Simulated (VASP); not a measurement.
Set up this calculation in VASP 6.6.1, as the native input.

* Task: single point
* Functional: LAK
* Potentials or basis: VASP PAW PBE potentials, release 64 (Ti_sv, Al)
* Cutoff: 440 eV
* k mesh: 8 × 8 × 8
* Occupations: methfessel-paxton, width 0.1 eV
* Spin: no spin polarisation
* Tolerance level: tight
* Purpose: restart
* Start: from scratch
* Further INCAR settings: ALGO = Normal; EDIFF = 1e-06

The structure of TiAl3 lies in POSCAR:

```
TiAl3
1.0
    3.9556712500      0.0000000000      0.0000000000
    0.0000000000      3.9556712500      0.0000000000
    0.0000000000      0.0000000000      3.9556712500
Ti Al
1 3
Direct
    0.0000000000      0.0000000000      0.0000000000
    0.0000000000      0.5000000000      0.5000000000
    0.5000000000      0.0000000000      0.5000000000
    0.5000000000      0.5000000000      0.0000000000
```

The input as run:

INCAR

```
ALGO = Normal ; EDIFF = 1E-6
ENCUT = 440 ; GGA_COMPAT = False
ISIF = 2 ; ISMEAR = 1
LASPH = True ; LCHARG = False
LMIXTAU = True ; LREAL = False
LWAVE = False ; METAGGA = LAK
NELM = 120 ; PREC = Accurate
SIGMA = 0.1
```

KPOINTS

```
k-points
0
Gamma
  8 8 8
```

Potentials or basis: VASP PAW PBE potentials, release 64 (Ti_sv, Al).

Run with:

```console
$ cat potpaw_PBE.64/Ti_sv/POTCAR potpaw_PBE.64/Al/POTCAR > POTCAR
$ mpirun -np 1 vasp_std > vasp.out
```

Results of the run:

The pressure is 1.4 GPa and the band gap on the k mesh is zero (an odd number of electrons rules out a gap without spin polarisation).

Caveat: the PAW data sets were made with another functional, which shifts forces and pressure a little.

It took 100 s on 1 thread of Intel(R) Xeon(R) Platinum 8259CL CPU @ 2.50GHz (Skylake/Cascade Lake), on a shared host, peak memory 0.17 GiB.
